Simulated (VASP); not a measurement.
PtS2, 3 atoms in the cell. The structure is trigonal, space group P-3m1 (No. 164). Conventional cell: a = 3.471 Å, b = 3.471 Å, c = 4.936 Å, α = 90.00°, β = 90.00°, γ = 120.00°. Pt (site symmetry -3m) has 6 S at 2.30 Å within 3.0 Å. Within 3.0 Å of S (site symmetry 3m) lie 3 Pt at 2.30 Å. 

| Property | Result |
| --- | --- |
| Program | VASP 6.6.1 |
| Task | single point |
| Functional | r2SCAN |
| Potentials or basis | VASP PAW PBE potentials, release 64 (Pt, S) |
| Cutoff | 520 eV |
| k mesh | 7 × 7 × 5 |
| Occupations | fermi-dirac, width 0.05 eV |
| Spin | no spin polarisation |
| Dipole correction | no |
| Further INCAR settings | ALGO = Normal; EDIFF = 1e-06; NBANDS = 18 |

Potentials or basis: VASP PAW PBE potentials, release 64 (Pt, S).

Launch:

```bash
$ cat potpaw_PBE.64/Pt/POTCAR potpaw_PBE.64/S/POTCAR > POTCAR
$ cp INCAR.step1 INCAR
$ mpirun -np 1 vasp_std > vasp.out
$ cp INCAR.step2 INCAR
$ mpirun -np 1 vasp_std > vasp.out
```

Hardware: 1 thread of Intel(R) Xeon(R) Platinum 8259CL CPU @ 2.50GHz (Skylake/Cascade Lake), on a shared host.

Q: Estimate the wall time of this run.

A: It took 110 s on 1 thread of Intel(R) Xeon(R) Platinum 8259CL CPU @ 2.50GHz (Skylake/Cascade Lake), on a shared host, peak memory 0.19 GiB. Counts: k points 32.
